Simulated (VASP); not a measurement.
# Al (Fm-3m) in VASP: a series of runs

Al is run at these levels: LDA, revPBE; tasks: single point.

All numbers are computed with VASP 6.6.1; they aren't measurements. Logs are shortened: lines on timing, memory, paths and dates and some standing lists are left out, and cuts for length are marked.

## Step 1: The cell of the first run

Symmetry: Fm-3m, No. 225, cubic system. Conventional cell: a = 3.987 Å, b = 3.987 Å, c = 3.987 Å, α = 90.00°, β = 90.00°, γ = 90.00°. Within 3.7 Å of Al (site symmetry m-3m) lie 12 Al at 2.82 Å.

## Step 2: Single point, LDA, non-collinear spin, zero start, spin-orbit coupling (volume scaled by 1.25)

Contents of INCAR:

```
SYSTEM = Al
ALGO = Normal
EDIFF = 1E-6
ENCUT = 520
GGA_COMPAT = .FALSE.
ISIF = 2
ISMEAR = -1
LASPH = .TRUE.
LCHARG = .FALSE.
LORBIT = 11
LORBMOM = .TRUE.
LREAL = .FALSE.
LSORBIT = .TRUE.
LWAVE = .FALSE.
MAGMOM = 0 0 0
NBANDS = 14
NELM = 150
PREC = Accurate
SIGMA = 0.025
```

Contents of KPOINTS:

```
k-points
0
G
  8 8 8
  0 0 0
```

Contents of POSCAR:

```
Al
1.0
    0.0000000000      1.9932690181      1.9932690181
    1.9932690181      0.0000000000      1.9932690181
    1.9932690181      1.9932690181      0.0000000000
Al
1
Direct
    0.0000000000      0.0000000000      0.0000000000
```

Potentials or basis: VASP PAW LDA potentials, release 64 (Al).

Command:

```sh
$ cat potpaw_LDA.64/Al/POTCAR > POTCAR
$ mpirun -np 1 vasp_ncl > vasp.out
```

OUTCAR:

```text
SYSTEM = Al
   EDIFF = 1E-6
   ENCUT = 520
   ISIF = 2
   ISMEAR = -1
   LASPH = .TRUE.
   LORBIT = 11
   LREAL = .FALSE.
   LSORBIT = .TRUE.
   NELM = 150
   PREC = Accurate

 ion  position               nearest neighbor table
   1  0.000  0.000  0.000-

  LATTYP: Found a face centered cubic cell.
 ALAT       =     3.9865380362

  Lattice vectors:

 A1 = (   0.0000000000,   1.9932690181,   1.9932690181)
 A2 = (   1.9932690181,   0.0000000000,   1.9932690181)
 A3 = (   1.9932690181,   1.9932690181,   0.0000000000)

Analysis of symmetry for initial positions (statically):
=====================================================================
 Subroutine PRICEL returns:
 Original cell was already a primitive cell.

 Routine SETGRP: Setting up the symmetry group for a
 face centered cubic supercell.

 Subroutine GETGRP returns: Found 48 space group operations
[... 9 lines left out ...]

 Routine SETGRP: Setting up the symmetry group for a
 face centered cubic supercell.

 Subroutine GETGRP returns: Found 48 space group operations
 (whereof 48 operations were pure point group operations)
 out of a pool of 48 trial point group operations.

The dynamic configuration has the point symmetry O_h .

Analysis of structural, dynamic, and magnetic symmetry:
=====================================================================
 Subroutine PRICEL returns:
 Original cell was already a primitive cell.

 Routine SETGRP: Setting up the symmetry group for a
 face centered cubic supercell.

 Subroutine GETGRP returns: Found 48 space group operations
 (whereof 48 operations were pure point group operations)
 out of a pool of 48 trial point group operations.

The overall configuration has the point symmetry O_h .

 Subroutine INISYM returns: Found 48 space group operations
 (whereof 48 operations are pure point group operations),
 and found     1 'primitive' translations

----------------------------------------------------------------------------------------

                                     Primitive cell

  volume of cell :      15.8390

  direct lattice vectors                    reciprocal lattice vectors
     0.000000000  1.993269018  1.993269018    -0.250844214  0.250844214  0.250844214
     1.993269018  0.000000000  1.993269018     0.250844214 -0.250844214  0.250844214
     1.993269018  1.993269018  0.000000000     0.250844214  0.250844214 -0.250844214

  length of vectors
     2.818908079  2.818908079  2.818908079     0.434474923  0.434474923  0.434474923

  position of ions in fractional coordinates (direct lattice)
     0.000000000  0.000000000  0.000000000

  ion indices of the primitive-cell ions
   primitive index   ion index
                 1           1

----------------------------------------------------------------------------------------

 KPOINTS: k-points

Automatic generation of k-mesh.
 Grid dimensions read from file:
 generate k-points for:    8    8    8

 Generating k-lattice:

  Cartesian coordinates                     Fractional coordinates (reciprocal lattice)
    -0.031355527  0.031355527  0.031355527     0.125000000  0.000000000  0.000000000
     0.031355527 -0.031355527  0.031355527     0.000000000  0.125000000  0.000000000
     0.031355527  0.031355527 -0.031355527     0.000000000  0.000000000  0.125000000

  Length of vectors
     0.054309365  0.054309365  0.054309365

  Shift w.r.t. Gamma in fractional coordinates (k-lattice)
     0.000000000  0.000000000  0.000000000

 Subroutine IBZKPT returns following result:
 ===========================================

 Found     29 irreducible k-points:

 Following reciprocal coordinates:
            Coordinates               Weight
  0.000000  0.000000  0.000000      1.000000
  0.125000  0.000000  0.000000      8.000000
  0.250000  0.000000  0.000000      8.000000
  0.375000  0.000000  0.000000      8.000000
  0.500000  0.000000  0.000000      4.000000
  0.125000  0.125000  0.000000      6.000000
[... 16 lines left out ...]
  0.500000  0.250000  0.125000     48.000000
 -0.375000  0.250000  0.125000     24.000000
 [... further k-points ...]
   k-points           NKPTS =     29   k-points in BZ     NKDIM =     29   number of bands    NBANDS=     14
   number of dos      NEDOS =    301   number of ions     NIONS =      1
   total plane-waves  NPLWV =  13824
   dimension x,y,z NGX =    24 NGY =   24 NGZ =   24
   dimension x,y,z NGXF=    48 NGYF=   48 NGZF=   48
   ions per type =               1
   NGX,Y,Z   is equivalent  to a cutoff of  14.15, 14.15, 14.15 a.u.
   NGXF,Y,Z  is equivalent  to a cutoff of  28.31, 28.31, 28.31 a.u.
 SYSTEM =  Al
   PREC   = accura    normal or accurate (medium, high low for compatibility)
   ISTART =      0    job   : 0-new  1-cont  2-samecut
   ICHARG =      2    charge: 1-file 2-atom 10-const
   ISPIN  =      1    spin polarized calculation?
   LNONCOLLINEAR =      T non collinear calculations
   LSORBIT =      T    spin-orbit coupling
   LASPH  =      T    aspherical Exc in radial PAW
   ENCUT  =  520.0 eV  38.22 Ry    6.18 a.u.   5.24  5.24  5.24*2*pi/ulx,y,z
   NELM   =    150;   NELMIN=  2; NELMDL= -5     # of ELM steps
   EDIFF  = 0.1E-05   stopping-criterion for ELM
   LREAL  =      F    real-space projection
   EDIFFG = 0.1E-04   stopping-criterion for IOM
   NSW    =      0    number of steps for IOM
   IBRION =     -1    ionic relax: 0-MD 1-quasi-New 2-CG
   NFREE  =      0    steps in history (QN), initial steepest desc. (CG)
   ISIF   =      2    stress and relaxation
   ISYM   =      2    0-nonsym 1-usesym 2-fastsym
   POTIM  = 0.5000    time-step for ionic-motion
   TEBEG  =    0.0;   TEEND  =   0.0 temperature during run
   PSTRESS=    0.0 pullay stress
   NELECT =       3.0000    total number of electrons
   NUPDOWN=      -1.0000    fix difference up-down
   EMIN   =  10.00;   EMAX   =-10.00  energy-range for DOS
   EFERMI =   0.00;   METHOD = LEGACY
   ISMEAR =    -1;   SIGMA  =   0.03  broadening in eV -4-tet -1-fermi 0-gaus
   EFERMI_NEDOS =   21; number of points for ismear=-14 and -15
   IALGO  =     38    algorithm
   IMIX   =      4    mixing-type and parameters
     AMIX     =   0.40;   BMIX     =  1.00
     AMIX_MAG =   1.60;   BMIX_MAG =  1.00
  volume/ion in A,a.u.               =      15.84       106.89
  Fermi-wavevector in a.u.,A,eV,Ry     =   0.940169  1.776662 12.026435  0.883918
  Thomas-Fermi vector in A             =   2.067554
   LORBIT       =     11    0 simple, 1 ext, 2 COOP (PROOUT), +10 PAW based schemes
   GGA     = CA    functional components
   LHFCALC =     F    Hartree Fock is set to
   AEXX    =    0.0000 exact exchange contribution
   IVDW    =     0    specifies the selected vdW correction
   LEPSILON=     F    determine dielectric tensor
   LRPA    =     F    only Hartree local field effects (RPA)
  energy-cutoff  :      520.00
  volume of cell :       15.84
 maximum number of plane-waves:       888
 NGX is ok and might be reduce to    24
   NGX = 11   NGY = 11   NGZ = 11

 number of electron       3.0000000 magnetization       0.0000000      0.0000000      0.0000000

 number of electron       3.0000000 magnetization       0.0000000     -0.0000000     -0.0000000

 number of electron       3.0000000 magnetization      -0.0000000      0.0000000      0.0000000

 Free energy of the ion-electron system (eV)
  ---------------------------------------------------
  ext. energy  EPLUGINS =         0.00000000
  ---------------------------------------------------
  free energy    TOTEN  =        -4.18589293 eV

  energy without entropy =       -4.18385887  energy(sigma->0) =       -4.18487590

 E-fermi :   8.3094     XC(G=0): -10.4947

 val. band max:        7.8739132536   @ k =  -0.2500   0.3750   0.1250
 cond. band min:       8.3569472297   @ k =   0.5000   0.2500   0.1250
 fundamental gap:      0.4830339761
 Fermi energy:         8.3093902559

 k-point     1 :       0.0000    0.0000    0.0000
  band No.  band energies     occupation
      1      -3.1613      1.00000
      2      -3.1613      1.00000
      3      21.0183      0.00000
      4      21.0183      0.00000
      5      21.0183      0.00000
      6      21.0183      0.00000
      7      21.0183      0.00000
      8      21.0183      0.00000
      9      22.6100      0.00000
     10      22.6100      0.00000
     11      22.6792      0.00000
     12      22.6792      0.00000
     13      22.6792      0.00000
     14      22.6792      0.00000

 k-point     2 :       0.1250    0.0000    0.0000
  band No.  band energies     occupation
      1      -2.7265      1.00000
      2      -2.7265      1.00000
      3      16.6920      0.00000
      4      16.6920      0.00000
      5      20.0923      0.00000
      6      20.0923      0.00000
      7      20.1077      0.00000
      8      20.1077      0.00000
      9      23.2880      0.00000
     10      23.2880      0.00000
     11      24.1655      0.00000
     12      24.1655      0.00000
     13      24.1988      0.00000
     14      24.1988      0.00000

 k-point     3 :       0.2500    0.0000    0.0000
  band No.  band energies     occupation
      1      -1.4304      1.00000
      2      -1.4304      1.00000
      3      11.7291      0.00000
      4      11.7291      0.00000
      5      19.3241      0.00000
      6      19.3241      0.00000
      7      19.3445      0.00000
      8      19.3445      0.00000
      9      22.9360      0.00000
     10      22.9360      0.00000
     11      23.2297      0.00000
     12      23.2297      0.00000
     13      23.2477      0.00000
     14      23.2477      0.00000
[... 324 lines left out ...]
 k-point    23 :       0.5000    0.2500    0.1250
  band No.  band energies     occupation
      1       1.8248      1.00000
      2       1.8248      1.00000
      3       8.3569      0.12985
      4       8.3569      0.12985
      5      12.9022      0.00000
      6      12.9022      0.00000
      7      15.0197      0.00000
      8      15.0197      0.00000
      9      21.2511      0.00000
     10      21.2511      0.00000
     11      23.3834      0.00000
     12      23.3834      0.00000
     13      25.5572      0.00000
     14      25.5572      0.00000

 k-point    24 :      -0.3750    0.2500    0.1250
  band No.  band energies     occupation
      1       4.5775      1.00000
      2       4.5775      1.00000
      3       4.8895      1.00000
      4       4.8895      1.00000
      5      13.2699      0.00000
      6      13.2699      0.00000
      7      13.8365      0.00000
      8      13.8365      0.00000
      9      21.8126      0.00000
     10      21.8126      0.00000
     11      22.2089      0.00000
     12      22.2089      0.00000
     13      28.8986      0.00000
     14      28.9034      0.00000

 [... further k-points ...]
[... 5 lines left out ...]
  --------------------------------------------------------------------------------------
  -------------------------------------------------------------------------------------
  Total        0.0071341      0.0071341      0.0071341      0.0000000      0.0000000      0.0000000
  in kB        0.7216431      0.7216431      0.7216431      0.0000000      0.0000000      0.0000000
  external PRESSURE =       0.7216431 kB  Pullay stress =       0.0000000 kB

 VOLUME and BASIS-vectors are now :
 -----------------------------------------------------------------------------
  energy-cutoff  :      520.00
  volume of cell :       15.84
      direct lattice vectors                 reciprocal lattice vectors
     0.000000000  1.993269018  1.993269018    -0.250844214  0.250844214  0.250844214
     1.993269018  0.000000000  1.993269018     0.250844214 -0.250844214  0.250844214
     1.993269018  1.993269018  0.000000000     0.250844214  0.250844214 -0.250844214

 POSITION                                       TOTAL-FORCE (eV/Angst)
 -----------------------------------------------------------------------------------
      0.00000      0.00000      0.00000        -0.000000      0.000000     -0.000000
 -----------------------------------------------------------------------------------
    total drift:                               -0.000000     -0.000000      0.000000

  FREE ENERGIE OF THE ION-ELECTRON SYSTEM (eV)
  ---------------------------------------------------
  free  energy   TOTEN  =        -4.1858929346 eV

  energy  without entropy=       -4.1838588690  energy(sigma->0) =       -4.18487590

 orbital moment (x)

 # of ion     p       tot
 --------------------------------
  1         0.000   0.000
 --------------------------------
            0.000   0.000

 orbital moment (y)

 # of ion     p       tot
 --------------------------------
  1        -0.000  -0.000
 --------------------------------
           -0.000  -0.000

 orbital moment (z)

 # of ion     p       tot
 --------------------------------
  1         0.000   0.000
 --------------------------------
            0.000   0.000

 Spin-Orbit-Coupling matrix elements

 Ion:    1  E_soc:     -0.0001190
 l=   1
     0.0000000    -0.0000198    -0.0000198
    -0.0000198     0.0000000    -0.0000198
    -0.0000198    -0.0000198     0.0000000
 l=   2
     0.0000000     0.0000000     0.0000000     0.0000000     0.0000000
     0.0000000     0.0000000     0.0000000     0.0000000     0.0000000
     0.0000000     0.0000000     0.0000000     0.0000000     0.0000000
     0.0000000     0.0000000     0.0000000     0.0000000     0.0000000
     0.0000000     0.0000000     0.0000000     0.0000000     0.0000000
 l=   3
     0.0000000     0.0000000     0.0000000     0.0000000     0.0000000     0.0000000     0.0000000
     0.0000000     0.0000000     0.0000000     0.0000000     0.0000000     0.0000000     0.0000000
     0.0000000     0.0000000     0.0000000     0.0000000     0.0000000     0.0000000     0.0000000
     0.0000000     0.0000000     0.0000000     0.0000000     0.0000000     0.0000000     0.0000000
     0.0000000     0.0000000     0.0000000     0.0000000     0.0000000     0.0000000     0.0000000
     0.0000000     0.0000000     0.0000000     0.0000000     0.0000000     0.0000000     0.0000000
     0.0000000     0.0000000     0.0000000     0.0000000     0.0000000     0.0000000     0.0000000

 total charge

# of ion       s       p       d       tot
------------------------------------------
    1        0.439   0.362   0.000   0.801

 magnetization (x)

# of ion       s       p       d       tot
------------------------------------------
    1        0.000   0.000   0.000   0.000

 magnetization (y)

# of ion       s       p       d       tot
------------------------------------------
    1        0.000  -0.000   0.000  -0.000

 magnetization (z)

# of ion       s       p       d       tot
------------------------------------------
    1       -0.000  -0.000   0.000  -0.000
```

Wall time 4.4 s (1 thread of Intel Xeon 6975P-C (Granite Rapids), shared host); peak memory 0.15 GiB.

Results:

| Quantity | Value |
| --- | --- |
| Free energy | -4.1859 eV |
| Pressure | 0.1 GPa |
| Net moment | 0.00 μB per cell |
| Valence electrons inside the program's atomic spheres | Al 0.80 |

Moments on the atoms (μB; x, y, z):
```
Al  0.00 0.00 0.00
```

## Step 3: Single point, revPBE, collinear spin, ferromagnetic start (volume scaled by 1.08)

Contents of INCAR:

```
PREC     = Accurate       # precision mode
ENCUT    = 520            # plane-wave cutoff, eV
EDIFF    = 1E-6           # SCF threshold, eV
ISMEAR   = -1             # smearing method
SIGMA    = 0.05           # smearing width, eV
LREAL    = F              # projectors in reciprocal space
LASPH    = T              # aspherical terms in the spheres
NELM     = 150            # most SCF steps
ALGO     = Normal         # electronic algorithm
ISIF     = 2              # what is computed and relaxed
LWAVE    = F              # write WAVECAR
LCHARG   = T              # write CHGCAR
ISPIN    = 2              # spin polarisation
MAGMOM   = 0.18           # initial moments
LORBIT   = 11             # projections on sites
GGA      = RE             # functional
LELF     = T              # ELF
LVHAR    = T            
NBANDS   = 12             # bands
```

Contents of KPOINTS:

```
Automatic mesh
0
Gamma
  11 11 11
```

Contents of POSCAR:

```
Al
1.0
    0.0000000000      2.0774207080      2.0774207080
    2.0774207080      0.0000000000      2.0774207080
    2.0774207080      2.0774207080      0.0000000000
Al
1
Direct
    0.0000000000      0.0000000000      0.0000000000
```

Potentials or basis: VASP PAW PBE potentials, release 64 (Al).

Command:

```sh
$ cat potpaw_PBE.64/Al/POTCAR > POTCAR
$ mpirun -np 1 vasp_std > vasp.out
```

It took 6.9 s on 1 thread of Intel Xeon 6975P-C (Granite Rapids), shared host; peak memory 0.15 GiB.

Results (log left out):

| Property | Result |
| --- | --- |
| Free energy | -3.5451 eV |
| Pressure | -4.7 GPa |
| Net moment | 0.00 μB per cell |
| Valence electrons inside the program's atomic spheres | Al 0.74 |

Levels at points of the mesh, in eV from the Fermi level:
Spin up:
```
           k point  band 1  band 2  band 3  band 4  band 5  band 6
(0.00, 0.00, 0.00)  -10.59   12.13   12.13   12.13   13.12   13.12
```
Spin down:
| k point | band 1 | band 2 | band 3 | band 4 | band 5 | band 6 |
| --- | --- | --- | --- | --- | --- | --- |
| (0.00, 0.00, 0.00) | -10.59 | 12.13 | 12.13 | 12.13 | 13.12 | 13.12 |

Caveat: the PAW data sets were made with another functional, which shifts forces and pressure a little.
